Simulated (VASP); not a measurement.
Set up this calculation in VASP 6.6.1, as the native input.

```yaml
Task: relaxation of cell and atoms
Functional: LDA
Potentials_or_basis: VASP PAW LDA potentials, release 64 (Hf_pv)
Cutoff: 600 eV
k_mesh: 10 × 10 × 16
Occupations: gaussian, width 0.05 eV
Spin: no spin polarisation
Target_pressure: 45 GPa
Dipole_correction: no
Further_INCAR_settings: ALGO = Fast; EDIFF = 1e-06; IBRION = 2; EDIFFG = -0.01; NSW = 80; ISIF = 3
```

The structure of Hf lies in POSCAR:

```
Hf
1.0
    4.5762943753      0.0000000000      0.0000000000
   -2.2881471876      3.9631871842      0.0000000000
    0.0000000000      0.0000000000      2.8525028030
Hf
3
Direct
    0.0000000000      0.0000000000      0.0000000000
    0.3333333333      0.6666666667      0.5000000000
    0.6666666667      0.3333333333      0.5000000000
```

These files were run (other wordings do the same):

INCAR

```
SYSTEM = Hf
ALGO = Fast ; EDIFF = 1E-6
EDIFFG = -0.01 ; ENCUT = 600
IBRION = 2 ; ISIF = 3
ISMEAR = 0 ; LASPH = .TRUE.
LCHARG = .FALSE. ; LREAL = .FALSE.
LWAVE = .FALSE. ; NELM = 80
NSW = 80 ; PREC = Accurate
PSTRESS = 450.0 ; SIGMA = 0.05
```

KPOINTS

```
k-points
0
G
  10 10 16
  0 0 0
```

Potentials or basis: VASP PAW LDA potentials, release 64 (Hf_pv).

The run is started by

```sh
$ cat potpaw_LDA.64/Hf_pv/POTCAR > POTCAR
$ mpirun -np 1 vasp_std > vasp.out
```

It gave:

| Property | Result |
| --- | --- |
| Relaxed volume | 16.24 Å³/atom |
| Relaxed cell | a = 4.485 Å, b = 4.485 Å, c = 2.797 Å, α = 90.00°, β = 90.00°, γ = 120.00° |
| Space group after relaxing (to 0.05 Å) | P6/mmm (No. 191) |
| Energy change on relaxing (the enthalpy is what falls) | +234.1 meV/atom |
| Ionic steps | 7 |
| Pressure after relaxing | 45.0 GPa |
| Band gap on the k mesh | zero (band 15 reaches 7.74 eV, above the bottom of band 16 at 6.61 eV) |

Caveat: the cell is relaxed towards a set pressure, so the enthalpy falls and the energy may rise; spin-orbit coupling is left out, which moves the levels of the heavy elements.

It took 9.7 min on 1 thread of Intel(R) Xeon(R) Platinum 8488C (Sapphire Rapids), with other jobs on the host, peak memory 0.26 GiB.
